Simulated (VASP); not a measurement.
# SnO (Fm-3m) in VASP: notebook

The runs below take SnO through single point, with PBE, LDA.

All numbers are computed with VASP 6.6.1; they aren't measurements. Logs are shortened: lines on timing, memory, paths and dates and some standing lists are left out, and cuts for length are marked.

## (1) The cell of the first run

It takes space group Fm-3m (No. 225, cubic). The conventional cell has a = 5.074 Å, b = 5.074 Å, c = 5.074 Å, α = 90.00°, β = 90.00°, γ = 90.00°. Within 3.3 Å of Sn (site symmetry m-3m) lie 6 O at 2.54 Å. O (site symmetry m-3m) has 6 Sn at 2.54 Å within 3.3 Å.

## (2) Single point, PBE

INCAR reads:

```
  ALGO = Normal
  EDIFF = 1E-6
  ENCUT = 520
  GGA = PE
  ISIF = 2
  ISMEAR = -1
  LASPH = T
  LCHARG = F
  LREAL = F
  LWAVE = F
  NBANDS = 17
  NELM = 80
  PREC = Accurate
  SIGMA = 0.02
```

KPOINTS reads:

```
k-points
0
Gamma
  8 8 8
```

POSCAR reads:

```
SnO
1.0
    0.0000000000      2.5369732559      2.5369732559
    2.5369732559      0.0000000000      2.5369732559
    2.5369732559      2.5369732559      0.0000000000
Sn O
1 1
Direct
    0.0000000000      0.0000000000      0.0000000000
    0.5000000000      0.5000000000      0.5000000000
```

Potentials or basis: VASP PAW PBE potentials, release 64 (Sn_d, O).

Run with:

```bash
$ cat potpaw_PBE.64/Sn_d/POTCAR potpaw_PBE.64/O/POTCAR > POTCAR
$ mpirun -np 1 vasp_std > vasp.out
```

OUTCAR:

```text
EDIFF = 1E-6
   ENCUT = 520
   GGA = PE
   ISIF = 2
   ISMEAR = -1
   LASPH = T
   LREAL = F
   NELM = 80
   PREC = Accurate

 ion  position               nearest neighbor table
   1  0.000  0.000  0.000-   2 2.54   2 2.54   2 2.54   2 2.54   2 2.54   2 2.54
   2  0.500  0.500  0.500-   1 2.54   1 2.54   1 2.54   1 2.54   1 2.54   1 2.54

  LATTYP: Found a face centered cubic cell.
 ALAT       =     5.0739465118

  Lattice vectors:

 A1 = (   0.0000000000,   2.5369732559,   2.5369732559)
 A2 = (   2.5369732559,   0.0000000000,   2.5369732559)
 A3 = (   2.5369732559,   2.5369732559,   0.0000000000)

Analysis of symmetry for initial positions (statically):
=====================================================================
 Subroutine PRICEL returns:
 Original cell was already a primitive cell.

 Routine SETGRP: Setting up the symmetry group for a
 face centered cubic supercell.

 Subroutine GETGRP returns: Found 48 space group operations
 (whereof 48 operations were pure point group operations)
 out of a pool of 48 trial point group operations.

The static configuration has the point symmetry O_h .

Analysis of symmetry for dynamics (positions and initial velocities):
=====================================================================
 Subroutine PRICEL returns:
 Original cell was already a primitive cell.

 Routine SETGRP: Setting up the symmetry group for a
 face centered cubic supercell.

 Subroutine GETGRP returns: Found 48 space group operations
 (whereof 48 operations were pure point group operations)
 out of a pool of 48 trial point group operations.

The dynamic configuration has the point symmetry O_h .

 Subroutine INISYM returns: Found 48 space group operations
 (whereof 48 operations are pure point group operations),
 and found     1 'primitive' translations

----------------------------------------------------------------------------------------

                                     Primitive cell

  volume of cell :      32.6571

  direct lattice vectors                    reciprocal lattice vectors
     0.000000000  2.536973256  2.536973256    -0.197085247  0.197085247  0.197085247
     2.536973256  0.000000000  2.536973256     0.197085247 -0.197085247  0.197085247
     2.536973256  2.536973256  0.000000000     0.197085247  0.197085247 -0.197085247

  length of vectors
     3.587821986  3.587821986  3.587821986     0.341361661  0.341361661  0.341361661

  position of ions in fractional coordinates (direct lattice)
     0.000000000  0.000000000  0.000000000
     0.500000000  0.500000000  0.500000000

  ion indices of the primitive-cell ions
   primitive index   ion index
                 1           1
                 2           2

----------------------------------------------------------------------------------------

 KPOINTS: k-points

Automatic generation of k-mesh.
 Grid dimensions read from file:
 generate k-points for:    8    8    8

 Generating k-lattice:

  Cartesian coordinates                     Fractional coordinates (reciprocal lattice)
    -0.024635656  0.024635656  0.024635656     0.125000000  0.000000000  0.000000000
     0.024635656 -0.024635656  0.024635656     0.000000000  0.125000000  0.000000000
     0.024635656  0.024635656 -0.024635656     0.000000000  0.000000000  0.125000000

  Length of vectors
     0.042670208  0.042670208  0.042670208

  Shift w.r.t. Gamma in fractional coordinates (k-lattice)
     0.000000000  0.000000000  0.000000000

 Subroutine IBZKPT returns following result:
 ===========================================

 Found     29 irreducible k-points:

 Following reciprocal coordinates:
            Coordinates               Weight
  0.000000  0.000000  0.000000      1.000000
  0.125000  0.000000  0.000000      8.000000
  0.250000  0.000000  0.000000      8.000000
  0.375000  0.000000  0.000000      8.000000
  0.500000  0.000000  0.000000      4.000000
  0.125000  0.125000  0.000000      6.000000
[... 16 lines left out ...]
  0.500000  0.250000  0.125000     48.000000
 -0.375000  0.250000  0.125000     24.000000
 [... further k-points ...]
   k-points           NKPTS =     29   k-points in BZ     NKDIM =     29   number of bands    NBANDS=     17
   number of dos      NEDOS =    301   number of ions     NIONS =      2
   total plane-waves  NPLWV =  21952
   dimension x,y,z NGX =    28 NGY =   28 NGZ =   28
   dimension x,y,z NGXF=    56 NGYF=   56 NGZF=   56
   ions per type =               1   1
   NGX,Y,Z   is equivalent  to a cutoff of  12.97, 12.97, 12.97 a.u.
   NGXF,Y,Z  is equivalent  to a cutoff of  25.95, 25.95, 25.95 a.u.
 SYSTEM =  unknown system
   PREC   = accura    normal or accurate (medium, high low for compatibility)
   ISTART =      0    job   : 0-new  1-cont  2-samecut
   ICHARG =      2    charge: 1-file 2-atom 10-const
   ISPIN  =      1    spin polarized calculation?
   LNONCOLLINEAR =      F non collinear calculations
   LSORBIT =      F    spin-orbit coupling
   LASPH  =      T    aspherical Exc in radial PAW
   ENCUT  =  520.0 eV  38.22 Ry    6.18 a.u.   6.67  6.67  6.67*2*pi/ulx,y,z
   NELM   =     80;   NELMIN=  2; NELMDL= -5     # of ELM steps
   EDIFF  = 0.1E-05   stopping-criterion for ELM
   LREAL  =      F    real-space projection
   EDIFFG = 0.1E-04   stopping-criterion for IOM
   NSW    =      0    number of steps for IOM
   IBRION =     -1    ionic relax: 0-MD 1-quasi-New 2-CG
   NFREE  =      0    steps in history (QN), initial steepest desc. (CG)
   ISIF   =      2    stress and relaxation
   ISYM   =      2    0-nonsym 1-usesym 2-fastsym
   POTIM  = 0.5000    time-step for ionic-motion
   TEBEG  =    0.0;   TEEND  =   0.0 temperature during run
   PSTRESS=    0.0 pullay stress
   NELECT =      20.0000    total number of electrons
   NUPDOWN=      -1.0000    fix difference up-down
   EMIN   =  10.00;   EMAX   =-10.00  energy-range for DOS
   EFERMI =   0.00;   METHOD = LEGACY
   ISMEAR =    -1;   SIGMA  =   0.02  broadening in eV -4-tet -1-fermi 0-gaus
   EFERMI_NEDOS =   21; number of points for ismear=-14 and -15
   IALGO  =     38    algorithm
   IMIX   =      4    mixing-type and parameters
     AMIX     =   0.40;   BMIX     =  1.00
     AMIX_MAG =   1.60;   BMIX_MAG =  1.00
  volume/ion in A,a.u.               =      16.33       110.19
  Fermi-wavevector in a.u.,A,eV,Ry     =   1.390248  2.627188 26.297197  1.932789
  Thomas-Fermi vector in A             =   2.514201
   LORBIT       =      0    0 simple, 1 ext, 2 COOP (PROOUT), +10 PAW based schemes
   GGA     = PE    functional components
   LHFCALC =     F    Hartree Fock is set to
   AEXX    =    0.0000 exact exchange contribution
   IVDW    =     0    specifies the selected vdW correction
   LEPSILON=     F    determine dielectric tensor
   LRPA    =     F    only Hartree local field effects (RPA)
 non-spin polarized calculation
  energy-cutoff  :      520.00
  volume of cell :       32.66
 maximum number of plane-waves:       894
   NGX = 13   NGY = 13   NGZ = 13

 number of electron      19.9999991 magnetization

 Free energy of the ion-electron system (eV)
  ---------------------------------------------------
  ext. energy  EPLUGINS =         0.00000000
  ---------------------------------------------------
  free energy    TOTEN  =       -10.47339129 eV

  energy without entropy =      -10.47339129  energy(sigma->0) =      -10.47339129

 E-fermi :   7.9857     XC(G=0): -10.8437

 val. band max:        7.5667295792   @ k =  -0.2500   0.2500   0.0000
 cond. band min:       8.4557664357   @ k =   0.5000   0.1250   0.0000
 fundamental gap:      0.8890368565
 Fermi energy:         7.9856760596

 k-point     1 :       0.0000    0.0000    0.0000
  band No.  band energies     occupation
      1     -13.6845      2.00000
      2     -13.6845      2.00000
      3     -13.6845      2.00000
      4     -13.6169      2.00000
      5     -13.6169      2.00000
      6     -10.8508      2.00000
[... 9 lines left out ...]
     16      17.9312      0.00000
     17      18.1874      0.00000

 k-point     2 :       0.1250    0.0000    0.0000
  band No.  band energies     occupation
      1     -13.6837      2.00000
      2     -13.6779      2.00000
      3     -13.6779      2.00000
      4     -13.6189      2.00000
      5     -13.6189      2.00000
      6     -10.7655      2.00000
[... 9 lines left out ...]
     16      18.5431      0.00000
     17      20.9456      0.00000

 k-point     3 :       0.2500    0.0000    0.0000
  band No.  band energies     occupation
      1     -13.6824      2.00000
      2     -13.6705      2.00000
      3     -13.6705      2.00000
      4     -13.6149      2.00000
      5     -13.6149      2.00000
      6     -10.5494      2.00000
[... 9 lines left out ...]
     16      19.7003      0.00000
     17      23.1729      0.00000

 k-point     4 :       0.3750    0.0000    0.0000
  band No.  band energies     occupation
      1     -13.6817      2.00000
      2     -13.6753      2.00000
      3     -13.6753      2.00000
      4     -13.5985      2.00000
      5     -13.5985      2.00000
      6     -10.3171      2.00000
[... 9 lines left out ...]
     16      21.0640      0.00000
     17      22.8458      0.00000

 k-point     5 :       0.5000    0.0000    0.0000
  band No.  band energies     occupation
      1     -13.6817      2.00000
      2     -13.6792      2.00000
      3     -13.6792      2.00000
      4     -13.5898      2.00000
      5     -13.5898      2.00000
      6     -10.2156      2.00000
[... 9 lines left out ...]
     16      21.9100      0.00000
     17      22.2802      0.00000

 k-point     6 :       0.1250    0.1250    0.0000
  band No.  band energies     occupation
      1     -13.6911      2.00000
      2     -13.6708      2.00000
      3     -13.6708      2.00000
      4     -13.6346      2.00000
      5     -13.6110      2.00000
      6     -10.7306      2.00000
[... 9 lines left out ...]
     16      19.7592      0.00000
     17      20.9880      0.00000

 k-point     7 :       0.2500    0.1250    0.0000
  band No.  band energies     occupation
      1     -13.6927      2.00000
      2     -13.6656      2.00000
      3     -13.6585      2.00000
      4     -13.6471      2.00000
      5     -13.6044      2.00000
      6     -10.5425      2.00000
[... 9 lines left out ...]
     16      21.0003      0.00000
     17      23.4357      0.00000

 k-point     8 :       0.3750    0.1250    0.0000
  band No.  band energies     occupation
      1     -13.6939      2.00000
      2     -13.6770      2.00000
      3     -13.6587      2.00000
      4     -13.6312      2.00000
      5     -13.5925      2.00000
      6     -10.2985      2.00000
[... 9 lines left out ...]
     16      21.9520      0.00000
     17      23.7749      0.00000
[... 203 lines left out ...]
      1     -13.8404      2.00000
      2     -13.7181      2.00000
      3     -13.5977      2.00000
      4     -13.5969      2.00000
      5     -13.5814      2.00000
      6      -9.7997      2.00000
[... 9 lines left out ...]
     16      24.7865      0.00000
     17      25.6006      0.00000

 k-point    20 :      -0.3750    0.3750    0.0000
  band No.  band energies     occupation
      1     -13.8072      2.00000
      2     -13.6925      2.00000
      3     -13.6150      2.00000
      4     -13.6020      2.00000
      5     -13.5994      2.00000
      6      -9.8167      2.00000
[... 9 lines left out ...]
     16      23.4444      0.00000
     17      23.7756      0.00000

 k-point    21 :       0.5000    0.5000    0.0000
  band No.  band energies     occupation
      1     -13.8723      2.00000
      2     -13.7297      2.00000
      3     -13.5861      2.00000
      4     -13.5861      2.00000
      5     -13.5764      2.00000
      6      -9.7276      2.00000
[... 9 lines left out ...]
     16      26.3891      0.00000
     17      27.5376      0.00000

 k-point    22 :       0.3750    0.2500    0.1250
  band No.  band energies     occupation
      1     -13.6942      2.00000
      2     -13.6924      2.00000
      3     -13.6474      2.00000
      4     -13.6379      2.00000
      5     -13.5994      2.00000
      6     -10.3260      2.00000
[... 9 lines left out ...]
     16      21.5506      0.00000
     17      23.5582      0.00000

 k-point    23 :       0.5000    0.2500    0.1250
  band No.  band energies     occupation
      1     -13.7218      2.00000
      2     -13.6793      2.00000
      3     -13.6473      2.00000
      4     -13.6267      2.00000
      5     -13.5972      2.00000
      6     -10.1002      2.00000
[... 9 lines left out ...]
     16      22.3880      0.00000
     17      24.2994      0.00000

 k-point    24 :      -0.3750    0.2500    0.1250
  band No.  band energies     occupation
      1     -13.7323      2.00000
      2     -13.6715      2.00000
      3     -13.6383      2.00000
      4     -13.6369      2.00000
      5     -13.5935      2.00000
      6     -10.0036      2.00000
[... 9 lines left out ...]
     16      22.9031      0.00000
     17      24.8947      0.00000

 [... further k-points ...]

------------------------ aborting loop because EDIFF is reached ----------------------------------------

  FORCE on cell =-STRESS in cart. coord.  units (eV):
  Direction    XX          YY          ZZ          XY          YZ          ZX
  --------------------------------------------------------------------------------------
  -------------------------------------------------------------------------------------
  Total        0.4760229      0.4760229      0.4760229      0.0000000      0.0000000     -0.0000000
  in kB       23.3539717     23.3539717     23.3539717      0.0000000      0.0000000     -0.0000000
  external PRESSURE =      23.3539717 kB  Pullay stress =       0.0000000 kB

 VOLUME and BASIS-vectors are now :
 -----------------------------------------------------------------------------
  energy-cutoff  :      520.00
  volume of cell :       32.66
      direct lattice vectors                 reciprocal lattice vectors
     0.000000000  2.536973256  2.536973256    -0.197085247  0.197085247  0.197085247
     2.536973256  0.000000000  2.536973256     0.197085247 -0.197085247  0.197085247
     2.536973256  2.536973256  0.000000000     0.197085247  0.197085247 -0.197085247

 POSITION                                       TOTAL-FORCE (eV/Angst)
 -----------------------------------------------------------------------------------
      0.00000      0.00000      0.00000         0.000000      0.000000      0.000000
      2.53697      2.53697      2.53697        -0.000000     -0.000000     -0.000000
 -----------------------------------------------------------------------------------
    total drift:                                0.000000      0.000000      0.000000

  FREE ENERGIE OF THE ION-ELECTRON SYSTEM (eV)
  ---------------------------------------------------
  free  energy   TOTEN  =       -10.4733912933 eV

  energy  without entropy=      -10.4733912933  energy(sigma->0) =      -10.47339129
```

It took 16 s on 1 thread of Intel Xeon 8259CL, shared host; peak memory 0.16 GiB.

Results:

| Item | Value |
| --- | --- |
| Free energy | -10.4734 eV |
| Pressure | 2.3 GPa |
| Band gap on the k mesh | 0.89 eV (least direct gap 0.95 eV) |

Levels at points of the mesh, in eV from the valence-band top:
```tsv
k point	band 8	band 9	band 10	band 11	band 12	band 13
(0.00, 0.00, 0.00)	-3.03	-3.03	-3.03	8.03	8.03	8.03
(0.50, 0.00, 0.00)	-2.82	-2.82	-0.52	1.05	4.62	4.62
(0.50, 0.50, 0.00)	-4.36	-4.13	-4.13	3.83	5.42	6.14
```

Caveat: spin-orbit coupling is left out, which moves the levels of the heavy elements.

[end of part 1 of 2]
